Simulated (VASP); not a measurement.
# SnO (P2_1/m) in VASP: notebook

Runs on SnO. Level: PBEsol+D3(BJ). Tasks: single point.

Program: VASP 6.6.1. These are calculated values, not measurements. Logs are shortened: lines on timing, memory, paths and dates and some standing lists are left out, and cuts for length are marked.

## 1. The cell of the first run

The structure is monoclinic, space group P2_1/m (No. 11). The conventional cell has a = 3.773 Å, b = 3.770 Å, c = 4.567 Å, α = 90.00°, β = 94.30°, γ = 90.00°. Sn (site symmetry m) has 4 O at 2.14 to 2.29 Å within 2.8 Å. Within 2.8 Å of O (site symmetry m) lie 4 Sn at 2.14 to 2.29 Å and 4 O at 2.67 Å.

## 2. Single point, PBEsol+D3(BJ) (strain +0.0750 x Voigt [0, 0, 0, 1, 0, 0])

INCAR

```
ALGO     = Normal         # electronic algorithm
EDIFF    = 1E-6           # SCF threshold, eV
ENCUT    = 600            # plane-wave cutoff, eV
GGA      = PS             # functional
GGA_COMPAT= F            
ISIF     = 2              # what is computed and relaxed
ISMEAR   = 0              # smearing method
IVDW     = 12             # dispersion correction
LASPH    = T              # aspherical terms in the spheres
LCHARG   = F              # write CHGCAR
LREAL    = F              # projectors in reciprocal space
LWAVE    = F              # write WAVECAR
NBANDS   = 28             # bands
NELM     = 120            # most SCF steps
PREC     = Accurate       # precision mode
SIGMA    = 0.15           # smearing width, eV
```

KPOINTS

```
k-points
0
Gamma
  12 12 10
```

POSCAR

```
SnO
1.0
    3.7703910616      0.0000000000      0.0000000000
    0.0000000000      3.7703910616      0.1413896648
    0.0000000000      0.1711263857      4.5633702865
Sn O
2 2
Direct
    0.0000000000      0.5000000000      0.2532585894
    0.5000000000      0.0000000000      0.7467414106
    0.0000000000      0.0000000000      0.0000000000
    0.5000000000      0.5000000000      0.0000000000
```

Potentials or basis: VASP PAW PBE potentials, release 64 (Sn_d, O).

Launch:

```sh
$ cat potpaw_PBE.64/Sn_d/POTCAR potpaw_PBE.64/O/POTCAR > POTCAR
$ mpirun -np 1 vasp_std > vasp.out
```

OUTCAR:

```text
EDIFF = 1E-6
   ENCUT = 600
   GGA = PS
   ISIF = 2
   ISMEAR = 0
   IVDW = 12
   LASPH = T
   LREAL = F
   NELM = 120
   PREC = Accurate
 IVDW          = 12

 ion  position               nearest neighbor table
   1  0.000  0.500  0.253-   3 2.14   4 2.21   4 2.21   3 2.29   2 3.40   2 3.40   2 3.44   2 3.44
                             2 3.58   2 3.58   2 3.62   2 3.62
   2  0.500  0.000  0.747-   4 2.14   3 2.21   3 2.21   4 2.29   1 3.40   1 3.40   1 3.44   1 3.44
                             1 3.58   1 3.58   1 3.62   1 3.62
   3  0.000  0.000  0.000-   1 2.14   2 2.21   2 2.21   1 2.29
   4  0.500  0.500  0.000-   2 2.14   1 2.21   1 2.21   2 2.29

  LATTYP: Found a simple monoclinic cell.
 ALAT       =     3.7730411865
 B/A-ratio  =     0.9992976157
 C/A-ratio  =     1.2103175007
 COS(beta)  =    -0.0748946793

  Lattice vectors:

 A1 = (   0.0000000000,   3.7703910616,   0.1413896648)
 A2 = (   3.7703910616,   0.0000000000,   0.0000000000)
 A3 = (   0.0000000000,  -0.1711263857,  -4.5633702865)

Analysis of symmetry for initial positions (statically):
=====================================================================
 Subroutine PRICEL returns:
 Original cell was already a primitive cell.

 Routine SETGRP: Setting up the symmetry group for a
 simple monoclinic supercell.

 Subroutine GETGRP returns: Found  4 space group operations
 (whereof  2 operations were pure point group operations)
 out of a pool of  4 trial point group operations.

The static configuration has the point symmetry C_1h.
 The point group associated with its full space group is C_2h.

Analysis of symmetry for dynamics (positions and initial velocities):
=====================================================================
 Subroutine PRICEL returns:
 Original cell was already a primitive cell.

 Routine SETGRP: Setting up the symmetry group for a
 simple monoclinic supercell.

 Subroutine GETGRP returns: Found  4 space group operations
 (whereof  2 operations were pure point group operations)
 out of a pool of  4 trial point group operations.

The dynamic configuration has the point symmetry C_1h.
 The point group associated with its full space group is C_2h.

 Subroutine INISYM returns: Found  4 space group operations
 (whereof  2 operations are pure point group operations),
 and found     1 'primitive' translations

----------------------------------------------------------------------------------------

                                     Primitive cell

  volume of cell :      64.7810

  direct lattice vectors                    reciprocal lattice vectors
     3.770391062  0.000000000  0.000000000     0.265224478  0.000000000  0.000000000
     0.000000000  3.770391062  0.141389665     0.000000000  0.265597975 -0.009959924
     0.000000000  0.171126386  4.563370286     0.000000000 -0.008229183  0.219444877

  length of vectors
     3.770391062  3.773041186  4.566577779     0.265224478  0.265784658  0.219599120

  position of ions in fractional coordinates (direct lattice)
     0.000000000  0.500000000  0.253258589
     0.500000000  0.000000000  0.746741411
     0.000000000  0.000000000  0.000000000
     0.500000000  0.500000000  1.000000000

  ion indices of the primitive-cell ions
   primitive index   ion index
                 1           1
                 2           2
                 3           3
                 4           4

----------------------------------------------------------------------------------------

 KPOINTS: k-points

Automatic generation of k-mesh.
 Grid dimensions read from file:
 generate k-points for:   12   12   10

 Generating k-lattice:

  Cartesian coordinates                     Fractional coordinates (reciprocal lattice)
     0.022102040  0.000000000  0.000000000     0.083333333  0.000000000  0.000000000
     0.000000000  0.022133165 -0.000829994     0.000000000  0.083333333  0.000000000
     0.000000000 -0.000822918  0.021944488     0.000000000 -0.000000000  0.100000000

  Length of vectors
     0.022102040  0.022148721  0.021959912

  Shift w.r.t. Gamma in fractional coordinates (k-lattice)
     0.000000000  0.000000000  0.000000000

 Subroutine IBZKPT returns following result:
 ===========================================

 Found    434 irreducible k-points:

 Following reciprocal coordinates:
            Coordinates               Weight
  0.000000  0.000000  0.000000      1.000000
  0.083333  0.000000  0.000000      2.000000
  0.166667  0.000000  0.000000      2.000000
  0.250000  0.000000  0.000000      2.000000
  0.333333  0.000000  0.000000      2.000000
  0.416667  0.000000  0.000000      2.000000
[... 16 lines left out ...]
  0.083333  0.250000  0.000000      4.000000
  0.166667  0.250000  0.000000      4.000000
 [... further k-points ...]
   k-points           NKPTS =    434   k-points in BZ     NKDIM =    434   number of bands    NBANDS=     28
   number of dos      NEDOS =    301   number of ions     NIONS =      4
   total plane-waves  NPLWV =  32400
   dimension x,y,z NGX =    30 NGY =   30 NGZ =   36
   dimension x,y,z NGXF=    60 NGYF=   60 NGZF=   72
   ions per type =               2   2
   NGX,Y,Z   is equivalent  to a cutoff of  13.23, 13.22, 13.11 a.u.
   NGXF,Y,Z  is equivalent  to a cutoff of  26.46, 26.44, 26.21 a.u.
 SYSTEM =  unknown system
   PREC   = accura    normal or accurate (medium, high low for compatibility)
   ISTART =      0    job   : 0-new  1-cont  2-samecut
   ICHARG =      2    charge: 1-file 2-atom 10-const
   ISPIN  =      1    spin polarized calculation?
   LNONCOLLINEAR =      F non collinear calculations
   LSORBIT =      F    spin-orbit coupling
   LASPH  =      T    aspherical Exc in radial PAW
   ENCUT  =  600.0 eV  44.10 Ry    6.64 a.u.   7.53  7.54  9.12*2*pi/ulx,y,z
   NELM   =    120;   NELMIN=  2; NELMDL= -5     # of ELM steps
   EDIFF  = 0.1E-05   stopping-criterion for ELM
   LREAL  =      F    real-space projection
   EDIFFG = 0.1E-04   stopping-criterion for IOM
   NSW    =      0    number of steps for IOM
   IBRION =     -1    ionic relax: 0-MD 1-quasi-New 2-CG
   NFREE  =      0    steps in history (QN), initial steepest desc. (CG)
   ISIF   =      2    stress and relaxation
   ISYM   =      2    0-nonsym 1-usesym 2-fastsym
   POTIM  = 0.5000    time-step for ionic-motion
   TEBEG  =    0.0;   TEEND  =   0.0 temperature during run
   PSTRESS=    0.0 pullay stress
   NELECT =      40.0000    total number of electrons
   NUPDOWN=      -1.0000    fix difference up-down
   EMIN   =  10.00;   EMAX   =-10.00  energy-range for DOS
   EFERMI =   0.00;   METHOD = LEGACY
   ISMEAR =     0;   SIGMA  =   0.15  broadening in eV -4-tet -1-fermi 0-gaus
   EFERMI_NEDOS =   21; number of points for ismear=-14 and -15
   IALGO  =     38    algorithm
   IMIX   =      4    mixing-type and parameters
     AMIX     =   0.40;   BMIX     =  1.00
     AMIX_MAG =   1.60;   BMIX_MAG =  1.00
  volume/ion in A,a.u.               =      16.20       109.29
  Fermi-wavevector in a.u.,A,eV,Ry     =   1.394052  2.634377 26.441312  1.943382
  Thomas-Fermi vector in A             =   2.517639
   LORBIT       =      0    0 simple, 1 ext, 2 COOP (PROOUT), +10 PAW based schemes
   GGA     = PS    functional components
   LHFCALC =     F    Hartree Fock is set to
   AEXX    =    0.0000 exact exchange contribution
   IVDW    =    12    specifies the selected vdW correction
   LEPSILON=     F    determine dielectric tensor
   LRPA    =     F    only Hartree local field effects (RPA)
 non-spin polarized calculation
 Gauss-broadening in eV      SIGMA  =   0.15
  energy-cutoff  :      600.00
  volume of cell :       64.78
 maximum number of plane-waves:      2186
   NGX = 15   NGY = 15   NGZ = 19

 number of electron      40.0000017 magnetization

 Free energy of the ion-electron system (eV)
  ---------------------------------------------------
  ext. energy  EPLUGINS =         0.00000000
  ---------------------------------------------------
  free energy    TOTEN  =       -24.11539367 eV

  energy without entropy =      -24.11099372  energy(sigma->0) =      -24.11319369

 E-fermi :   7.9960     XC(G=0): -10.9379

 val. band max:        7.9935372242   @ k =   0.0833   0.0000   0.1000
 cond. band min:       8.0015549796   @ k =   0.5000   0.4167  -0.0000
 fundamental gap:      0.0080177554
 Fermi energy:         7.9960320582

 k-point     1 :       0.0000    0.0000    0.0000
  band No.  band energies     occupation
      1     -14.1032      2.00000
      2     -13.6454      2.00000
      3     -13.6202      2.00000
      4     -13.5855      2.00000
      5     -13.5594      2.00000
      6     -13.5490      2.00000
[... 20 lines left out ...]
     27      14.6357      0.00000
     28      15.3800      0.00000

 k-point     2 :       0.0833    0.0000    0.0000
  band No.  band energies     occupation
      1     -14.0989      2.00000
      2     -13.6464      2.00000
      3     -13.6184      2.00000
      4     -13.5868      2.00000
      5     -13.5560      2.00000
      6     -13.5491      2.00000
[... 20 lines left out ...]
     27      15.2142      0.00000
     28      15.5176      0.00000

 k-point     3 :       0.1667    0.0000    0.0000
  band No.  band energies     occupation
      1     -14.0867      2.00000
      2     -13.6678      2.00000
      3     -13.6129      2.00000
      4     -13.5958      2.00000
      5     -13.5501      2.00000
      6     -13.5467      2.00000
[... 20 lines left out ...]
     27      15.4387      0.00000
     28      16.7216      0.00000

 k-point     4 :       0.2500    0.0000    0.0000
  band No.  band energies     occupation
      1     -14.0675      2.00000
      2     -13.7399      2.00000
      3     -13.6038      2.00000
      4     -13.5934      2.00000
      5     -13.5521      2.00000
      6     -13.5492      2.00000
[... 578 lines left out ...]
     27      14.9293      0.00000
     28      18.1832      0.00000

 k-point    23 :       0.0833    0.2500    0.0000
  band No.  band energies     occupation
      1     -14.0688      2.00000
      2     -13.7514      2.00000
      3     -13.6043      2.00000
      4     -13.5769      2.00000
      5     -13.5654      2.00000
      6     -13.5497      2.00000
[... 20 lines left out ...]
     27      15.5277      0.00000
     28      17.6358      0.00000

 k-point    24 :       0.1667    0.2500    0.0000
  band No.  band energies     occupation
      1     -14.0654      2.00000
      2     -13.7969      2.00000
      3     -13.6095      2.00000
      4     -13.5655      2.00000
      5     -13.5586      2.00000
      6     -13.5524      2.00000
[... 20 lines left out ...]
     27      16.3818      0.00000
     28      16.6532      0.00000

 [... further k-points ...]

------------------------ aborting loop because EDIFF is reached ----------------------------------------

 Edisp (eV)   -0.93511

 E8    (eV) :    -0.6188

  FORCE on cell =-STRESS in cart. coord.  units (eV):
  Direction    XX          YY          ZZ          XY          YZ          ZX
  --------------------------------------------------------------------------------------
  -------------------------------------------------------------------------------------
  Total       0.16206     0.58893     0.38754     0.00000    -1.99126     0.00000
  in kB       4.00801    14.56550     9.58482     0.00000   -49.24842     0.00000
  external pressure =        9.39 kB  Pullay stress =        0.00 kB

 VOLUME and BASIS-vectors are now :
 -----------------------------------------------------------------------------
  energy-cutoff  :      600.00
  volume of cell :       64.78
      direct lattice vectors                 reciprocal lattice vectors
     3.770391062  0.000000000  0.000000000     0.265224478  0.000000000  0.000000000
     0.000000000  3.770391062  0.141389665     0.000000000  0.265597975 -0.009959924
     0.000000000  0.171126386  4.563370286     0.000000000 -0.008229183  0.219444877

 POSITION                                       TOTAL-FORCE (eV/Angst)
 -----------------------------------------------------------------------------------
      0.00000      1.92853      1.22641         0.000000     -0.453645      0.197651
      1.88520      0.12779      3.40766         0.000000      0.453645     -0.197651
      0.00000      0.00000      0.00000         0.000000      0.328426     -0.071013
      1.88520      1.88520      0.07069         0.000000     -0.328426      0.071013
 -----------------------------------------------------------------------------------
    total drift:                                0.000000      0.000000      0.000000

  FREE ENERGIE OF THE ION-ELECTRON SYSTEM (eV)
  ---------------------------------------------------
  free  energy   TOTEN  =       -25.0505038998 eV

  energy  without entropy=      -25.0461039494  energy(sigma->0) =      -25.04830392
```

Wall time 5.5 min (1 thread of Intel Xeon 6975P-C (Granite Rapids), shared host); peak memory 0.8 GiB.

What came out:

```
Free energy                : -25.0505 eV
Pressure                   : 0.9 GPa
Largest force              : 0.495 eV/Å
Band gap on the k mesh     : zero (bands 20 and 21 overlap by 0.43 eV)
Dispersion energy per atom : -0.234 eV
```

Forces on the atoms (eV/Å):
```
Sn   0.000 -0.454  0.198
Sn   0.000  0.454 -0.198
O    0.000  0.328 -0.071
O    0.000 -0.328  0.071
```

Caveat: the cell differs from its parent crystal (strain +0.0750 x Voigt [0, 0, 0, 1, 0, 0]); semilocal functionals underestimate gaps, so a narrow gap can read as zero; the PAW data sets were made with another functional, which shifts forces and pressure a little; spin-orbit coupling is left out, which moves the levels of the heavy elements.

(Part 1 of 2 ends here.)
